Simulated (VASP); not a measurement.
Here is a VASP 6.6.1 calculation.

File INCAR:

```
SYSTEM = CaI2
  PREC = Accurate
  ENCUT = 520
  EDIFF = 1E-6
  ISMEAR = -1
  SIGMA = 0.03
  LREAL = .False.
  LASPH = .True.
  NELM = 80
  ALGO = Normal
  ISIF = 2
  LWAVE = .False.
  LCHARG = .False.
  NBANDS = 19
```

KPOINTS

```
regular mesh
0
Gamma
  7 7 4
  0 0 0
```

The input POSCAR:

```
CaI2
1.0
    4.2432574009      0.0000000000      0.0000000000
   -2.1216287004      3.6747687040      0.0000000000
    0.0000000000      0.0000000000      6.5707400487
Ca I
1 2
Direct
    0.0000000000      0.0000000000      0.0000000000
    0.3333333333      0.6666666667      0.2698947247
    0.6666666667      0.3333333333      0.7301052753
```

Potentials or basis: VASP PAW LDA potentials, release 64 (Ca_sv, I).

Run with:

```bash
$ cat potpaw_LDA.64/Ca_sv/POTCAR potpaw_LDA.64/I/POTCAR > POTCAR
$ mpirun -np 1 vasp_std > vasp.out
```

**Question.** What does it give for the largest force?

**Answer.** 0.030 eV/Å.

**Question.** What does it give for the pressure?

**Answer.** 1.8 GPa.

Forces in eV/Å, atoms in the order of the input:
```
Ca   0.000  0.000  0.000
I    0.000  0.000  0.030
I    0.000  0.000 -0.030
```
